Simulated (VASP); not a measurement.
# Se (R-3) in VASP: a series of runs

The runs below take Se through electric field gradients, with PBEsol.

Program: VASP 6.6.1. These are calculated values, not measurements. Logs are shortened: lines on timing, memory, paths and dates and some standing lists are left out, and cuts for length are marked.

### Step 1. The cell of the first run

The structure is trigonal, space group R-3 (No. 148). Conventional cell: a = 11.437 Å, b = 11.437 Å, c = 4.458 Å, α = 90.00°, β = 90.00°, γ = 120.00°. Se (site symmetry 1) has 2 Se at 2.37 Å within 3.1 Å.

### Step 2. Electric field gradients, PBEsol (28.06 Å³/atom)

Contents of INCAR:

```
PREC = Accurate
ENCUT = 520
EDIFF = 1E-8
ISMEAR = -1
SIGMA = 0.01
LREAL = False
LASPH = True
NELM = 60
ALGO = Normal
ISIF = 2
LWAVE = False
LCHARG = False
GGA = PS
LEFG = True
NBANDS = 27
```

Contents of KPOINTS:

```
Automatic mesh
0
Gamma
  6 6 6
```

Contents of POSCAR:

```
Se
1.0
    5.7186234740      3.3016488021      1.4861073048
   -5.7186234740      3.3016488021      1.4861073048
    0.0000000000     -6.6032976042      1.4861073048
Se
6
Direct
    0.2806600000      0.1625100000      0.9181800000
    0.9181800000      0.2806600000      0.1625100000
    0.1625100000      0.9181800000      0.2806600000
    0.7193400000      0.8374900000      0.0818200000
    0.0818200000      0.7193400000      0.8374900000
    0.8374900000      0.0818200000      0.7193400000
```

Potentials or basis: VASP PAW PBE potentials, release 64 (Se).

Run with:

```bash
cat potpaw_PBE.64/Se/POTCAR > POTCAR
mpirun -np 1 vasp_std > vasp.out
```

OUTCAR:

```text
PREC = Accurate
   ENCUT = 520
   EDIFF = 1E-8
   ISMEAR = -1
   LREAL = False
   LASPH = True
   NELM = 60
   ISIF = 2
   GGA = PS

 ion  position               nearest neighbor table
   1  0.281  0.163  0.918-   5 2.37   6 2.37
   2  0.918  0.281  0.163-   6 2.37   4 2.37
   3  0.163  0.918  0.281-   5 2.37   4 2.37
   4  0.719  0.837  0.082-   2 2.37   3 2.37
   5  0.082  0.719  0.837-   3 2.37   1 2.37
   6  0.837  0.082  0.719-   2 2.37   1 2.37

  LATTYP: Found a trigonal (rhomboedric) cell.
 ALAT       =     6.7684602511
 COS(alpha) =    -0.4276877573

  Lattice vectors:

 A1 = (   5.7186234740,   3.3016488021,   1.4861073048)
 A2 = (  -5.7186234740,   3.3016488021,   1.4861073048)
 A3 = (   0.0000000000,  -6.6032976042,   1.4861073048)

Analysis of symmetry for initial positions (statically):
=====================================================================
 Subroutine PRICEL returns:
 Original cell was already a primitive cell.

 Routine SETGRP: Setting up the symmetry group for a
 trigonal (rhombohedral) supercell.

 Subroutine GETGRP returns: Found  6 space group operations
 (whereof  6 operations were pure point group operations)
 out of a pool of 12 trial point group operations.

The static configuration has the point symmetry S_6 .

Analysis of symmetry for dynamics (positions and initial velocities):
=====================================================================
 Subroutine PRICEL returns:
 Original cell was already a primitive cell.

 Routine SETGRP: Setting up the symmetry group for a
 trigonal (rhombohedral) supercell.

 Subroutine GETGRP returns: Found  6 space group operations
 (whereof  6 operations were pure point group operations)
 out of a pool of 12 trial point group operations.

The dynamic configuration has the point symmetry S_6 .

 Subroutine INISYM returns: Found  6 space group operations
 (whereof  6 operations are pure point group operations),
 and found     1 'primitive' translations

----------------------------------------------------------------------------------------

                                     Primitive cell

  volume of cell :     168.3541

  direct lattice vectors                    reciprocal lattice vectors
     5.718623474  3.301648802  1.486107305     0.087433628  0.050479829  0.224299640
    -5.718623474  3.301648802  1.486107305    -0.087433628  0.050479829  0.224299640
     0.000000000 -6.603297604  1.486107305     0.000000000 -0.100959658  0.224299640

  length of vectors
     6.768460251  6.768460251  6.768460251     0.245973944  0.245973944  0.245973944

  position of ions in fractional coordinates (direct lattice)
     0.280660000  0.162510000  0.918180000
     0.918180000  0.280660000  0.162510000
     0.162510000  0.918180000  0.280660000
     0.719340000  0.837490000  0.081820000
     0.081820000  0.719340000  0.837490000
     0.837490000  0.081820000  0.719340000

  ion indices of the primitive-cell ions
   primitive index   ion index
                 1           1
                 2           2
                 3           3
                 4           4
                 5           5
                 6           6

----------------------------------------------------------------------------------------

 KPOINTS: Automatic mesh

Automatic generation of k-mesh.
 Grid dimensions read from file:
 generate k-points for:    6    6    6

 Generating k-lattice:

  Cartesian coordinates                     Fractional coordinates (reciprocal lattice)
     0.014572271  0.008413305  0.037383273     0.166666667  0.000000000  0.000000000
    -0.014572271  0.008413305  0.037383273     0.000000000  0.166666667  0.000000000
[... 44 lines left out ...]
   dimension x,y,z NGXF=   100 NGYF=  100 NGZF=  100
   ions per type =               6
   NGX,Y,Z   is equivalent  to a cutoff of  12.28, 12.28, 12.28 a.u.
   NGXF,Y,Z  is equivalent  to a cutoff of  24.56, 24.56, 24.56 a.u.
 SYSTEM =  unknown system
   PREC   = accura    normal or accurate (medium, high low for compatibility)
   ISTART =      0    job   : 0-new  1-cont  2-samecut
   ICHARG =      2    charge: 1-file 2-atom 10-const
   ISPIN  =      1    spin polarized calculation?
   LNONCOLLINEAR =      F non collinear calculations
   LSORBIT =      F    spin-orbit coupling
   LASPH  =      T    aspherical Exc in radial PAW
   ENCUT  =  520.0 eV  38.22 Ry    6.18 a.u.  12.58 12.58 12.58*2*pi/ulx,y,z
   NELM   =     60;   NELMIN=  2; NELMDL= -5     # of ELM steps
   EDIFF  = 0.1E-07   stopping-criterion for ELM
   LREAL  =      F    real-space projection
   EDIFFG = 0.1E-06   stopping-criterion for IOM
   NSW    =      0    number of steps for IOM
   IBRION =     -1    ionic relax: 0-MD 1-quasi-New 2-CG
   NFREE  =      0    steps in history (QN), initial steepest desc. (CG)
   ISIF   =      2    stress and relaxation
   ISYM   =      2    0-nonsym 1-usesym 2-fastsym
   POTIM  = 0.5000    time-step for ionic-motion
   TEBEG  =    0.0;   TEEND  =   0.0 temperature during run
   PSTRESS=    0.0 pullay stress
   NELECT =      36.0000    total number of electrons
   NUPDOWN=      -1.0000    fix difference up-down
   EMIN   =  10.00;   EMAX   =-10.00  energy-range for DOS
   EFERMI =   0.00;   METHOD = LEGACY
   ISMEAR =    -1;   SIGMA  =   0.01  broadening in eV -4-tet -1-fermi 0-gaus
   EFERMI_NEDOS =   21; number of points for ismear=-14 and -15
   IALGO  =     38    algorithm
   IMIX   =      4    mixing-type and parameters
     AMIX     =   0.40;   BMIX     =  1.00
     AMIX_MAG =   1.60;   BMIX_MAG =  1.00
  volume/ion in A,a.u.               =      28.06       189.35
  Fermi-wavevector in a.u.,A,eV,Ry     =   0.978966  1.849978 13.039483  0.958375
  Thomas-Fermi vector in A             =   2.109783
   LORBIT       =      0    0 simple, 1 ext, 2 COOP (PROOUT), +10 PAW based schemes
   GGA     = PS    functional components
   LHFCALC =     F    Hartree Fock is set to
   AEXX    =    0.0000 exact exchange contribution
   IVDW    =     0    specifies the selected vdW correction
   LEPSILON=     F    determine dielectric tensor
   LRPA    =     F    only Hartree local field effects (RPA)
 non-spin polarized calculation
  energy-cutoff  :      520.00
  volume of cell :      168.35
 maximum number of plane-waves:      4577
   NGX = 25   NGY = 25   NGZ = 25

 number of electron      35.9999999 magnetization

 Free energy of the ion-electron system (eV)
  ---------------------------------------------------
  ext. energy  EPLUGINS =         0.00000000
  ---------------------------------------------------
  free energy    TOTEN  =       -22.71583707 eV

  energy without entropy =      -22.71583707  energy(sigma->0) =      -22.71583707

 E-fermi :   2.3359     XC(G=0):  -8.8997

 val. band max:        2.0920163999   @ k =   0.5000   0.5000   0.5000
 cond. band min:       3.1846814197   @ k =  -0.1667   0.1667   0.1667
 fundamental gap:      1.0926650198
 Fermi energy:         2.3358815594

 k-point     1 :       0.0000    0.0000    0.0000
  band No.  band energies     occupation
      1     -13.5820      2.00000
      2     -11.9010      2.00000
      3     -11.9010      2.00000
      4      -9.7050      2.00000
      5      -9.7050      2.00000
      6      -8.0720      2.00000
[... 709 lines left out ...]
     26       8.0494      0.00000
     27       8.6003      0.00000

 [... further k-points ...]
[... 5 lines left out ...]
  --------------------------------------------------------------------------------------
  -------------------------------------------------------------------------------------
  Total       -1.0472439     -1.0472439     -0.2732060      0.0000006      0.0000000      0.0000000
  in kB       -9.9663150     -9.9663150     -2.6000223      0.0000053      0.0000000      0.0000000
  external PRESSURE =      -7.5108841 kB  Pullay stress =       0.0000000 kB

 VOLUME and BASIS-vectors are now :
 -----------------------------------------------------------------------------
  energy-cutoff  :      520.00
  volume of cell :      168.35
      direct lattice vectors                 reciprocal lattice vectors
     5.718623474  3.301648802  1.486107305     0.087433628  0.050479829  0.224299640
    -5.718623474  3.301648802  1.486107305    -0.087433628  0.050479829  0.224299640
     0.000000000 -6.603297604  1.486107305     0.000000000 -0.100959658  0.224299640

 POSITION                                       TOTAL-FORCE (eV/Angst)
 -----------------------------------------------------------------------------------
      0.67566     -4.59982      2.02311         0.108699      0.138398      0.043995
      3.64574      2.88505      2.02311        -0.174205      0.024937      0.043995
     -4.32139      1.71478      2.02311         0.065507     -0.163335      0.043995
     -0.67566      4.59982      2.43521        -0.108699     -0.138398     -0.043995
     -3.64574     -2.88505      2.43521         0.174205     -0.024937     -0.043995
      4.32139     -1.71478      2.43521        -0.065507      0.163335     -0.043995
 -----------------------------------------------------------------------------------
    total drift:                                0.000000     -0.000000     -0.000000

  FREE ENERGIE OF THE ION-ELECTRON SYSTEM (eV)
  ---------------------------------------------------
  free  energy   TOTEN  =       -22.7158370730 eV

  energy  without entropy=      -22.7158370730  energy(sigma->0) =      -22.71583707

 Electric field gradients (V/A^2)
---------------------------------------------------------------------
 ion       V_xx      V_yy      V_zz      V_xy      V_xz      V_yz
---------------------------------------------------------------------
   1     305.768  -101.646  -204.122  -130.646   141.165   348.275
   2    -112.935   317.057  -204.122  -111.093  -372.197   -51.885
   3     113.350    90.772  -204.122   241.739   231.032  -296.389
   4     305.768  -101.646  -204.122  -130.646   141.165   348.275
   5    -112.935   317.057  -204.122  -111.093  -372.197   -51.885
   6     113.350    90.772  -204.122   241.739   231.032  -296.389
---------------------------------------------------------------------

 Electric field gradients after diagonalization (V/A^2)
 (convention: |V_zz| > |V_xx| > |V_yy|)
----------------------------------------------------------------------
 ion       V_xx      V_yy      V_zz     asymmetry (V_yy - V_xx)/ V_zz
----------------------------------------------------------------------
   1     349.317   198.865  -548.183       0.274
   2     349.317   198.865  -548.183       0.274
   3     349.317   198.865  -548.183       0.274
   4     349.317   198.865  -548.183       0.274
   5     349.317   198.865  -548.183       0.274
   6     349.317   198.865  -548.183       0.274
----------------------------------------------------------------------

           NMR quadrupolar parameters

 Cq : quadrupolar parameter    Cq=e*Q*V_zz/h
 eta: asymmetry parameters     (V_yy - V_xx)/ V_zz
 Q  : nuclear electric quadrupole moment in mb (millibarn)
----------------------------------------------------------------------
 ion       Cq(MHz)       eta       Q (mb)
----------------------------------------------------------------------
   1      -1.326       0.274       1.000
   2      -1.326       0.274       1.000
   3      -1.326       0.274       1.000
   4      -1.326       0.274       1.000
   5      -1.326       0.274       1.000
   6      -1.326       0.274       1.000
----------------------------------------------------------------------
```

Run time: 3.9 min. Hardware: 1 thread of Intel Xeon Platinum 8259CL at 2.50GHz (Skylake/Cascade Lake), shared host; peak memory 0.4 GiB.

What came out:

```yaml
Free_energy: -22.7158 eV
Pressure: -0.8 GPa
Largest_force: 0.181 eV/Å
Band_gap_on_the_k_mesh: 1.09 eV (least direct gap 1.35 eV)
Largest_electric_field_gradient_by_atom: Se -548.2 V/Å²
```

Forces in eV/Å, atoms in the order of the input:
```
Se   0.109  0.138  0.044
Se  -0.174  0.025  0.044
Se   0.066 -0.163  0.044
Se  -0.109 -0.138 -0.044
Se   0.174 -0.025 -0.044
Se  -0.066  0.163 -0.044
```

Stress tensor (GPa, compression positive):
```
-1.00  0.00  0.00
 0.00 -1.00  0.00
 0.00  0.00 -0.26
```

Electric field gradients, principal values (V/Å²):
| atom | least | middle | greatest (by size) |
| --- | --- | --- | --- |
| 1 Se | 198.865 | 349.317 | -548.183 |
| 2 Se | 198.865 | 349.317 | -548.183 |
| 3 Se | 198.865 | 349.317 | -548.183 |
| 4 Se | 198.865 | 349.317 | -548.183 |
| 5 Se | 198.865 | 349.317 | -548.183 |
| 6 Se | 198.865 | 349.317 | -548.183 |

Caveat: this functional lacks dispersion, which holds the molecules together, so the pressure and a relaxed volume are unreliable; without QUAD_EFG the Cq values of the log hold for a quadrupole moment of 1 mb, not for the nuclei; the PAW data sets were made with another functional, which shifts forces and pressure a little.

### Step 3. Electric field gradients, PBEsol (29.16 Å³/atom)

This run uses another cell than the first one, of 29.16 Å³/atom.

Contents of INCAR:

```
  PREC = Accurate
  ENCUT = 520
  EDIFF = 1E-8
  ISMEAR = -1
  SIGMA = 0.01
  LREAL = False
  LASPH = True
  NELM = 100
  ALGO = Normal
  ISIF = 2
  LWAVE = False
  LCHARG = False
  GGA = PS
  LEFG = True
  NBANDS = 27
```

KPOINTS is that of step 2.

POSCAR, as its differences from that of step 2:

```diff
@@ -2,5 +2,5 @@
 1.0
-    5.7186234740      3.3016488021      1.4861073048
-   -5.7186234740      3.3016488021      1.4861073048
-    0.0000000000     -6.6032976042      1.4861073048
+    5.7924203034      3.3442554214      1.5052849981
+   -5.7924203034      3.3442554214      1.5052849981
+    0.0000000000     -6.6885108429      1.5052849981
 Se
```

Potentials or basis: VASP PAW PBE potentials, release 64 (Se).

Run with:

```bash
cat potpaw_PBE.64/Se/POTCAR > POTCAR
mpirun -np 1 vasp_std > vasp.out
```

OUTCAR:

```text
PREC = Accurate
   ENCUT = 520
   EDIFF = 1E-8
   ISMEAR = -1
   LREAL = False
   LASPH = True
   NELM = 100
   ISIF = 2
   GGA = PS

 ion  position               nearest neighbor table
   1  0.281  0.163  0.918-   5 2.40   6 2.40
   2  0.918  0.281  0.163-   4 2.40   6 2.40
   3  0.163  0.918  0.281-   4 2.40   5 2.40
   4  0.719  0.837  0.082-   2 2.40   3 2.40
   5  0.082  0.719  0.837-   1 2.40   3 2.40
   6  0.837  0.082  0.719-   1 2.40   2 2.40

  LATTYP: Found a trigonal (rhomboedric) cell.
 ALAT       =     6.8558048558
 COS(alpha) =    -0.4276877573

  Lattice vectors:

 A1 = (   5.7924203034,   3.3442554214,   1.5052849981)
 A2 = (  -5.7924203034,   3.3442554214,   1.5052849981)
[... 956 lines left out ...]
   4     307.715  -102.121  -205.594  -131.852   143.557   357.056
   5    -113.849   319.444  -205.594  -111.538  -380.998   -54.204
   6     114.525    91.069  -205.594   243.391   237.441  -302.852
---------------------------------------------------------------------

 Electric field gradients after diagonalization (V/A^2)
 (convention: |V_zz| > |V_xx| > |V_yy|)
----------------------------------------------------------------------
 ion       V_xx      V_yy      V_zz     asymmetry (V_yy - V_xx)/ V_zz
----------------------------------------------------------------------
   1     351.758   206.712  -558.470       0.260
   2     351.758   206.712  -558.470       0.260
   3     351.758   206.712  -558.470       0.260
   4     351.758   206.712  -558.470       0.260
   5     351.758   206.712  -558.470       0.260
   6     351.758   206.712  -558.470       0.260
----------------------------------------------------------------------

           NMR quadrupolar parameters

 Cq : quadrupolar parameter    Cq=e*Q*V_zz/h
 eta: asymmetry parameters     (V_yy - V_xx)/ V_zz
 Q  : nuclear electric quadrupole moment in mb (millibarn)
----------------------------------------------------------------------
 ion       Cq(MHz)       eta       Q (mb)
----------------------------------------------------------------------
   1      -1.350       0.260       1.000
   2      -1.350       0.260       1.000
   3      -1.350       0.260       1.000
   4      -1.350       0.260       1.000
   5      -1.350       0.260       1.000
   6      -1.350       0.260       1.000
----------------------------------------------------------------------
```

It took 4.5 min on 1 thread of Intel Xeon Platinum 8259CL at 2.50GHz (Skylake/Cascade Lake), shared host; peak memory 0.45 GiB.

What came out:

```yaml
Free_energy: -22.6470 eV
Pressure: -2.5 GPa
Largest_force: 0.284 eV/Å
Band_gap_on_the_k_mesh: 1.03 eV (least direct gap 1.29 eV)
Largest_electric_field_gradient_by_atom: Se -558.5 V/Å²
```

Forces in eV/Å, atoms in the order of the input:
```
Se   0.027 -0.138 -0.246
Se   0.106  0.092 -0.246
Se  -0.133  0.045 -0.246
Se  -0.027  0.138  0.246
Se  -0.106 -0.092  0.246
Se   0.133 -0.045  0.246
```

Stress tensor (GPa, compression positive):
```
-3.13  0.00  0.00
 0.00 -3.13  0.00
 0.00  0.00 -1.35
```

Levels at points of the mesh, in eV from the valence-band top:
```csv
k point,band 14,band 15,band 16,band 17,band 18,band 19,band 20,band 21,band 22,band 23
"(0.00, 0.00, 0.00)",-1.17,-0.75,-0.75,-0.64,-0.64,1.56,1.56,2.32,2.61,2.61
"(0.50, 0.00, 0.00)",-1.39,-1.21,-0.90,-0.35,-0.35,1.53,1.70,2.39,2.81,2.91
"(0.50, 0.50, 0.00)",-1.39,-1.31,-1.09,-0.84,-0.38,1.29,1.58,2.11,2.75,3.17
"(0.50, 0.50, 0.50)",-1.48,-1.48,-1.23,-1.23,0.00,1.29,1.29,1.78,3.33,3.90
```

Electric field gradients, principal values (V/Å²):
```
atom    least   middle  greatest (by size)
1 Se  206.712  351.758            -558.470
2 Se  206.712  351.758            -558.470
3 Se  206.712  351.758            -558.470
4 Se  206.712  351.758            -558.470
5 Se  206.712  351.758            -558.470
6 Se  206.712  351.758            -558.470
```

Caveat: this functional lacks dispersion, which holds the molecules together, so the pressure and a relaxed volume are unreliable; without QUAD_EFG the Cq values of the log hold for a quadrupole moment of 1 mb, not for the nuclei; the PAW data sets were made with another functional, which shifts forces and pressure a little. A k mesh can miss the band edges.

(Continued in part 2 of 3.)
